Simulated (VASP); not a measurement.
# H4CO: single point with PBE+D3(BJ)

The system is H4CO.

```
C O H
1.0
     8.05483    0.00000    0.00000
     0.00000    8.05483    0.00000
     0.00000    0.00000    8.05483
C O H
6 6 24
Direct
  0.96993 0.88538 0.43261
  0.24836 0.36772 0.69555
  0.82495 0.43468 0.36608
  0.46848 0.99070 0.63420
  0.39861 0.68759 0.25992
  0.81285 0.60770 0.92146
  0.82068 0.96553 0.37455
  0.30542 0.49524 0.80708
  0.82816 0.36347 0.52496
  0.55721 0.84004 0.58966
  0.30094 0.54613 0.21567
  0.73085 0.46072 0.84495
  0.99476 0.75784 0.39723
  0.79950 0.06577 0.43153
  0.08382 0.95098 0.38932
  0.96970 0.88347 0.56835
  0.12677 0.36491 0.62853
  0.23983 0.59614 0.79833
  0.34224 0.34652 0.60155
  0.24699 0.25122 0.76306
  0.94445 0.47313 0.30894
  0.81593 0.43333 0.62817
  0.78035 0.33375 0.26552
  0.73699 0.53579 0.35787
  0.40994 0.96178 0.75642
  0.62315 0.86454 0.48964
  0.56350 0.08747 0.65368
  0.36949 0.03807 0.53879
  0.35746 0.71275 0.39159
  0.32096 0.51759 0.10221
  0.52563 0.66868 0.26546
  0.37462 0.79920 0.19355
  0.82146 0.59768 0.04889
  0.61037 0.47033 0.86787
  0.93580 0.62181 0.87595
  0.76948 0.72904 0.87714
```

| Item | Value |
| --- | --- |
| Program | VASP 6.6.1 |
| Task | single point |
| Functional | PBE |
| Dispersion | D3(BJ) |
| Potentials or basis | VASP PAW PBE potentials, release 64 (C, O, H) |
| Cutoff | 520 eV |
| k mesh | 1 × 1 × 1 |
| Occupations | fermi-dirac, width 0.02 eV |
| Spin | no spin polarisation |

| Quantity | Value |
| --- | --- |
| Pressure | -0.6 GPa |
| Largest force | 3.614 eV/Å |
| Band gap on the k mesh | 4.36 eV |
| Dispersion energy per atom | -0.027 eV |

Forces in eV/Å, atoms in the order of the input:
```
C    0.762  1.348  0.674
C    0.106 -1.032 -0.407
C   -0.525 -1.344 -1.996
C   -0.063 -0.213 -0.299
C   -2.723 -0.294  2.358
C   -0.968 -0.191 -2.568
O    0.167 -2.474 -1.359
O   -0.512  0.148  0.128
O    0.475 -0.729  0.792
O   -0.641  0.381 -0.222
O   -0.023  0.252  0.397
O    0.301  1.386  0.612
H   -0.994 -0.458 -0.726
H    0.281  1.470  0.979
H   -0.368  0.157  0.177
H    0.131  0.133  0.329
H    0.195  1.133  0.646
H   -0.005 -0.106 -0.252
H    0.422  0.282 -0.547
H   -0.045 -0.348  0.619
H    0.168  0.101  0.701
H   -0.351 -0.210 -1.166
H    0.401  1.274  1.754
H   -0.364  0.557 -0.060
H    0.017  0.287 -0.589
H    0.101  0.050  0.199
H   -0.365  0.333  0.015
H    1.148 -0.791  1.045
H    0.480 -0.010 -0.760
H    0.125 -0.286 -1.052
H    2.400 -0.702 -0.123
H   -0.445  0.933 -1.065
H   -0.217 -0.119  2.424
H    0.574  0.064 -0.326
H    1.491 -0.904 -0.565
H   -1.134 -0.078  0.236
```

Stress tensor (GPa, compression positive):
```
-0.53 -0.63 -0.29
-0.63 -0.59 -0.48
-0.29 -0.48 -0.62
```

Levels at points of the mesh, in eV from the valence-band top:
```tsv
k point	band 38	band 39	band 40	band 41	band 42	band 43	band 44	band 45	band 46	band 47
(0.00, 0.00, 0.00)	-0.69	-0.64	-0.28	-0.06	0.00	4.36	5.45	5.79	6.15	6.23
```

It took 65 s on 1 thread of Intel(R) Xeon(R) Platinum 8488C (Sapphire Rapids), with other jobs on the host, peak memory 0.44 GiB.

Caveat: the k points lie up to 0.78 Å⁻¹ apart; the atoms stand as in a frame of molecular dynamics.
